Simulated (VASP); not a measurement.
# LiF in VASP: notebook, part 2 of 2

VASP 6.6.1. The steps go on from the part before.

## Step 3: Single point, r2SCAN (biaxial xy strain +3.4%)

File POSCAR:

```
LiF
1.0
    0.0000000000      2.2164550013      2.1446105480
    2.2164550013      0.0000000000      2.1446105480
    2.2164550013      2.2164550013      0.0000000000
Li F
1 1
Direct
    0.0000000000      0.0000000000      0.0000000000
    0.2500000000      0.2500000000      0.2500000000
```

File INCAR.step1:

```
SYSTEM = LiF
  ALGO = Normal
  EDIFF = 1E-4
  ENCUT = 520
  GGA = PE
  ISMEAR = 0
  LASPH = .TRUE.
  LCHARG = .FALSE.
  LREAL = .FALSE.
  LWAVE = .TRUE.
  NBANDS = 12
  NELM = 100
  PREC = Accurate
  SIGMA = 0.01
```

File INCAR.step2:

```
SYSTEM = LiF
  ALGO = Normal
  EDIFF = 1E-6
  ENCUT = 520
  ISIF = 2
  ISMEAR = 0
  ISTART = 1
  LASPH = .TRUE.
  LCHARG = .TRUE.
  LELF = .TRUE.
  LMIXTAU = .TRUE.
  LREAL = .FALSE.
  LVHAR = .TRUE.
  LWAVE = .FALSE.
  METAGGA = R2SCAN
  NBANDS = 12
  NELM = 100
  PREC = Accurate
  SIGMA = 0.01
```

File KPOINTS:

```
k-points
0
G
  10 10 10
  0 0 0
```

Potentials or basis: VASP PAW PBE potentials, release 64 (Li_sv, F).

Run with:

```
> cat potpaw_PBE.64/Li_sv/POTCAR potpaw_PBE.64/F/POTCAR > POTCAR
> cp INCAR.step1 INCAR
> mpirun -np 1 vasp_std > vasp.out
> cp INCAR.step2 INCAR
> mpirun -np 1 vasp_std > vasp.out
```

OUTCAR:

```text
SYSTEM = LiF
   EDIFF = 1E-6
   ENCUT = 520
   ISIF = 2
   ISMEAR = 0
   ISTART = 1
   LASPH = .TRUE.
   LREAL = .FALSE.
   METAGGA = R2SCAN
   NELM = 100
   PREC = Accurate

 ion  position               nearest neighbor table
   1  0.000  0.000  0.000-   2 1.90   2 1.90   2 1.90   2 1.90
   2  0.250  0.250  0.250-   1 1.90   1 1.90   1 1.90   1 1.90

  LATTYP: Found a body centered tetragonal cell.
 ALAT       =     3.1345407232
 C/A-ratio  =     1.3683730647

  Lattice vectors:

 A1 = (   0.0000000000,  -2.2164550013,  -2.1446105480)
 A2 = (   0.0000000000,   2.2164550013,  -2.1446105480)
 A3 = (   2.2164550013,   0.0000000000,   2.1446105480)

Analysis of symmetry for initial positions (statically):
=====================================================================
 Subroutine PRICEL returns:
 Original cell was already a primitive cell.

 Routine SETGRP: Setting up the symmetry group for a
 body centered tetragonal supercell.

 Subroutine GETGRP returns: Found  8 space group operations
 (whereof  8 operations were pure point group operations)
 out of a pool of 16 trial point group operations.

[... 166 lines left out ...]
 fundamental gap:      8.3630485136
 Fermi energy:        -3.1602829715

 k-point     1 :       0.0000    0.0000    0.0000
  band No.  band energies     occupation
      1     -45.0921      2.00000
      2     -23.7897      2.00000
      3      -3.4478      2.00000
      4      -3.4478      2.00000
      5      -3.3999      2.00000
      6       4.9632      0.00000
      7      17.0242      0.00000
      8      17.0665      0.00000
      9      17.0667      0.00000
     10      24.6070      0.00000
     11      24.6070      0.00000
     12      25.5037      0.00000
[... 331 lines left out ...]
 k-point    24 :       0.4000    0.3000    0.0000
  band No.  band energies     occupation
      1     -45.0607      2.00000
      2     -23.6186      2.00000
      3      -4.5955      2.00000
      4      -4.0498      2.00000
      5      -4.0342      2.00000
      6       7.6161      0.00000
      7      13.8934      0.00000
      8      16.4742      0.00000
      9      16.6372      0.00000
     10      18.5897      0.00000
     11      24.9796      0.00000
     12      28.5723      0.00000

 [... further k-points ...]
[... 5 lines left out ...]
  --------------------------------------------------------------------------------------
  -------------------------------------------------------------------------------------
  Total       -0.5143676     -0.5143676     -0.4409108      0.0000000      0.0000000      0.0000000
  in kB      -39.1100057    -39.1100057    -33.5247104      0.0000000      0.0000000      0.0000000
  external PRESSURE =     -37.2482406 kB  Pullay stress =       0.0000000 kB

 VOLUME and BASIS-vectors are now :
 -----------------------------------------------------------------------------
  energy-cutoff  :      520.00
  volume of cell :       21.07
      direct lattice vectors                 reciprocal lattice vectors
     0.000000000  2.216455001  2.144610548    -0.225585451  0.225585451  0.233142563
     2.216455001  0.000000000  2.144610548     0.225585451 -0.225585451  0.233142563
     2.216455001  2.216455001  0.000000000     0.225585451  0.225585451 -0.233142563

 POSITION                                       TOTAL-FORCE (eV/Angst)
 -----------------------------------------------------------------------------------
      0.00000      0.00000      0.00000        -0.000000     -0.000000     -0.000000
      1.10823      1.10823      1.07231         0.000000      0.000000      0.000000
 -----------------------------------------------------------------------------------
    total drift:                                0.000000      0.000000      0.000001

  FREE ENERGIE OF THE ION-ELECTRON SYSTEM (eV)
  ---------------------------------------------------
  free  energy   TOTEN  =       -11.7920640325 eV

  energy  without entropy=      -11.7920640325  energy(sigma->0) =      -11.79206403
```

Wall time 75 s (1 thread of AMD EPYC 7R43 (Zen 3), shared host); peak memory 0.11 GiB.

What came out:

```yaml
Free_energy: -11.7921 eV
Band_gap_on_the_k_mesh: 8.36 eV, direct
```

Caveat: the cell differs from its parent crystal (biaxial xy strain +3.4%); the cutoff is under 1.25 times the usual one of these potentials, so pressure, stress and relaxed cells hold a basis-set (Pulay) error; the PAW data sets were made with another functional, which shifts forces and pressure a little. A k mesh can miss the band edges.

## Step 4: Single point, r2SCAN (epitaxial 111 strain -1.1%)

File POSCAR:

```
LiF
1.0
    0.0273371784      2.1477136272      2.1477136272
    2.1477136272      0.0273371784      2.1477136272
    2.1477136272      2.1477136272      0.0273371784
Li F
1 1
Direct
    0.0012742171      0.0012742171      0.0012742171
    0.2487257829      0.2487257829      0.2487257829
```

File INCAR.step1:

```
SYSTEM = LiF
PREC = Accurate ; ENCUT = 520
ISMEAR = 0 ; SIGMA = 0.01
LREAL = .FALSE. ; LASPH = .TRUE.
NELM = 60 ; NBANDS = 12
GGA = PE ; ALGO = Normal
EDIFF = 1E-4 ; LWAVE = .TRUE.
LCHARG = .FALSE.
```

File INCAR.step2:

```
SYSTEM = LiF
PREC = Accurate ; ENCUT = 520
EDIFF = 1E-6 ; ISMEAR = 0
SIGMA = 0.01 ; LREAL = .FALSE.
LASPH = .TRUE. ; NELM = 60
ALGO = Normal ; ISIF = 2
LWAVE = .FALSE. ; LCHARG = .TRUE.
METAGGA = R2SCAN ; LMIXTAU = .TRUE.
LELF = .TRUE. ; LVHAR = .TRUE.
NBANDS = 12 ; ISTART = 1
```

File KPOINTS:

```
regular mesh
0
G
  10 10 10
  0 0 0
```

Potentials or basis: VASP PAW PBE potentials, release 64 (Li_sv, F).

Run with:

```
> cat potpaw_PBE.64/Li_sv/POTCAR potpaw_PBE.64/F/POTCAR > POTCAR
> cp INCAR.step1 INCAR
> mpirun -np 1 vasp_std > vasp.out
> cp INCAR.step2 INCAR
> mpirun -np 1 vasp_std > vasp.out
```

OUTCAR:

```text
SYSTEM = LiF
   PREC = Accurate
   ENCUT = 520
   EDIFF = 1E-6
   ISMEAR = 0
   LREAL = .FALSE.
   LASPH = .TRUE.
   NELM = 60
   ISIF = 2
   METAGGA = R2SCAN
   ISTART = 1

 ion  position               nearest neighbor table
   1  0.001  0.001  0.001-   2 1.85   2 1.85   2 1.85   2 1.85
   2  0.249  0.249  0.249-   1 1.85   1 1.85   1 1.85   1 1.85

  LATTYP: Found a trigonal (rhomboedric) cell.
 ALAT       =     3.0374487601
 COS(alpha) =     0.5126869711

  Lattice vectors:

 A1 = (   0.0273371784,   2.1477136272,   2.1477136272)
 A2 = (   2.1477136272,   0.0273371784,   2.1477136272)
 A3 = (   2.1477136272,   2.1477136272,   0.0273371784)

Analysis of symmetry for initial positions (statically):
=====================================================================
 Subroutine PRICEL returns:
 Original cell was already a primitive cell.

 Routine SETGRP: Setting up the symmetry group for a
 trigonal (rhombohedral) supercell.

 Subroutine GETGRP returns: Found  6 space group operations
 (whereof  6 operations were pure point group operations)
 out of a pool of 12 trial point group operations.

The static configuration has the point symmetry C_3v.

[... 166 lines left out ...]

 k-point     1 :       0.0000    0.0000    0.0000
  band No.  band energies     occupation
      1     -44.4881      2.00000
      2     -23.5731      2.00000
      3      -3.1452      2.00000
      4      -3.0672      2.00000
      5      -3.0672      2.00000
      6       5.7397      0.00000
      7      17.7961      0.00000
      8      18.2471      0.00000
      9      18.2471      0.00000
     10      26.2117      0.00000
     11      26.5035      0.00000
     12      26.5035      0.00000
[... 331 lines left out ...]
 k-point    24 :       0.4000    0.3000    0.0000
  band No.  band energies     occupation
      1     -44.4435      2.00000
      2     -23.3943      2.00000
      3      -4.3884      2.00000
      4      -3.7636      2.00000
      5      -3.7037      2.00000
      6       8.3012      0.00000
      7      14.6825      0.00000
      8      17.7702      0.00000
      9      18.0878      0.00000
     10      19.9852      0.00000
     11      26.9189      0.00000
     12      30.5088      0.00000

 [... further k-points ...]
[... 5 lines left out ...]
  --------------------------------------------------------------------------------------
  -------------------------------------------------------------------------------------
  Total        0.0876096      0.0876096      0.0876096     -0.0612557     -0.0612557     -0.0612557
  in kB        7.2222904      7.2222904      7.2222904     -5.0497458     -5.0497458     -5.0497458
  external PRESSURE =       7.2222904 kB  Pullay stress =       0.0000000 kB

 VOLUME and BASIS-vectors are now :
 -----------------------------------------------------------------------------
  energy-cutoff  :      520.00
  volume of cell :       19.44
      direct lattice vectors                 reciprocal lattice vectors
     0.027337178  2.147713627  2.147713627    -0.237298430  0.234315939  0.234315939
     2.147713627  0.027337178  2.147713627     0.234315939 -0.237298430  0.234315939
     2.147713627  2.147713627  0.027337178     0.234315939  0.234315939 -0.237298430

 POSITION                                       TOTAL-FORCE (eV/Angst)
 -----------------------------------------------------------------------------------
      0.00551      0.00551      0.00551        -0.019789     -0.019789     -0.019789
      1.07518      1.07518      1.07518         0.019789      0.019789      0.019789
 -----------------------------------------------------------------------------------
    total drift:                               -0.035194     -0.035194     -0.035194

  FREE ENERGIE OF THE ION-ELECTRON SYSTEM (eV)
  ---------------------------------------------------
  free  energy   TOTEN  =       -11.8033487202 eV

  energy  without entropy=      -11.8033487202  energy(sigma->0) =      -11.80334872
```

Wall time 1.9 min (1 thread of AMD EPYC 7R43 (Zen 3), shared host); peak memory 0.11 GiB.

Results:

```
Free energy            : -11.8033 eV
Largest force          : 0.034 eV/Å
Band gap on the k mesh : 8.81 eV, direct
```

Forces in eV/Å, atoms in the order of the input:
```
Li  -0.020 -0.020 -0.020
F    0.020  0.020  0.020
```

Caveat: the cell differs from its parent crystal (epitaxial 111 strain -1.1%); the cutoff is under 1.25 times the usual one of these potentials, so pressure, stress and relaxed cells hold a basis-set (Pulay) error; the PAW data sets were made with another functional, which shifts forces and pressure a little.

## Step 5: Overview

| cell | gap on the mesh (eV) |
| --- | --- |
| a = 3.028, b = 3.028, c = 3.033 Å, angles 59.9, 59.9, 60.1°, 2 atoms | 8.77 |
| a = 3.084, b = 3.084, c = 3.135 Å, angles 59.5, 59.5, 61.1°, 2 atoms | 8.36 |
| a = 3.037 Å, angles 59.2°, 2 atoms | 8.81 |

Alike in all rows: task single point; level r2SCAN; potentials or basis VASP PAW PBE potentials, release 64 (Li_sv, F); no spin polarisation; k mesh 10 × 10 × 10; cutoff (eV) 520; smearing gaussian 0.01 eV.

Caveats: the cutoff is under 1.25 times the usual one of these potentials, so pressure, stress and relaxed cells hold a basis-set (Pulay) error; the PAW data sets were made with another functional, which shifts forces and pressure a little.

Absolute energies hang on the potentials; compare differences alone.
